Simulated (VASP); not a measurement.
A run of VASP 6.6.1 is set up as follows.

Contents of INCAR:

```
ALGO = Normal
EDIFF = 1E-7
ENCUT = 520
GGA = PE
ISIF = 2
ISMEAR = 0
LASPH = T
LCHARG = F
LREAL = F
LWAVE = F
NBANDS = 39
NELM = 80
PREC = Accurate
SIGMA = 0.1
```

File KPOINTS:

```
k-points
0
Gamma
  10 10 4
```

File POSCAR:

```
ZnCd3Se2
1.0
    3.9908087219      0.0000000000      0.0000000000
    0.0000000000      3.9908087219      0.0000000000
    0.0000000000      0.0000000000      9.6790584089
Zn Cd Se
1 3 2
Direct
    0.5000000000      0.5000000000      0.5000000000
    0.0000000000      0.0000000000      0.0000000000
    0.0000000000      0.0000000000      0.6512673919
    0.0000000000      0.0000000000      0.3487326081
    0.5000000000      0.5000000000      0.7448327516
    0.5000000000      0.5000000000      0.2551672484
```

Potentials or basis: VASP PAW PBE potentials, release 64 (Zn, Cd, Se).

Launch:

```bash
$ cat potpaw_PBE.64/Zn/POTCAR potpaw_PBE.64/Cd/POTCAR potpaw_PBE.64/Se/POTCAR > POTCAR
$ mpirun -np 1 vasp_std > vasp.out
```

Predict the pressure.

0.2 GPa.

Predict the largest force.

0.041 eV/Å.

Forces in eV/Å, atoms in the order of the input:
```
Zn   0.000  0.000  0.000
Cd   0.000  0.000  0.000
Cd   0.000  0.000  0.000
Cd   0.000  0.000  0.000
Se   0.000  0.000  0.041
Se   0.000  0.000 -0.041
```
